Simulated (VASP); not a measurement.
Wanted: the native input for a VASP 6.6.1 run.

```
Task                   : single point
Functional             : PBEsol
Potentials or basis    : VASP PAW PBE potentials, release 64 (Mg, Tl_d)
Cutoff                 : 520 eV
k mesh                 : 2 × 2 × 2, shifted
Occupations            : fermi-dirac, width 0.05 eV
Spin                   : no spin polarisation
Dipole correction      : no
Further INCAR settings : LREAL = Auto; ALGO = Normal; EDIFF = 1e-07; NBANDS = 74
```

The structure of MgTl lies in POSCAR:

```
MgTl
1.0
    7.2700000000      0.0000000000      0.0000000000
    0.0000000000     -7.2700000000      0.0000000000
    0.0000000000      0.0000000000     -7.2700000000
Mg Tl
8 8
Direct
    0.0000000000      0.5000000000      0.5000000000
    0.0000000000      0.5000000000      0.0000000000
    0.0000000000      0.0000000000      0.5000000000
    0.0000000000      0.0000000000      0.0000000000
    0.5000000000      0.5000000000      0.5000000000
    0.5000000000      0.5000000000      0.0000000000
    0.5000000000      0.0000000000      0.5000000000
    0.5000000000      0.0000000000      0.0000000000
    0.2500000000      0.2500000000      0.2500000000
    0.2500000000      0.2500000000      0.7500000000
    0.2500000000      0.7500000000      0.2500000000
    0.2500000000      0.7500000000      0.7500000000
    0.7500000000      0.2500000000      0.2500000000
    0.7500000000      0.2500000000      0.7500000000
    0.7500000000      0.7500000000      0.2500000000
    0.7500000000      0.7500000000      0.7500000000
```

These files were run (other wordings do the same):

INCAR

```
PREC = Accurate
ENCUT = 520
EDIFF = 1E-7
ISMEAR = -1
SIGMA = 0.05
LREAL = Auto
LASPH = True
NELM = 100
ALGO = Normal
ISIF = 2
LWAVE = False
LCHARG = False
GGA = PS
NBANDS = 74
```

KPOINTS

```
Automatic mesh
0
Gamma
  2 2 2
  0.5 0.5 0.5
```

Potentials or basis: VASP PAW PBE potentials, release 64 (Mg, Tl_d).

The run is started by

```sh
$ cat potpaw_PBE.64/Mg/POTCAR potpaw_PBE.64/Tl_d/POTCAR > POTCAR
$ mpirun -np 1 vasp_std > vasp.out
```

It gave:

```
Pressure : -2.2 GPa
```

Caveat: the k points lie up to 0.43 Å⁻¹ apart; the PAW data sets were made with another functional, which shifts forces and pressure a little.

It took 25 s on 1 thread of AMD EPYC 9R45 96-Core Processor (Zen 5) (shared host), peak memory 0.34 GiB.
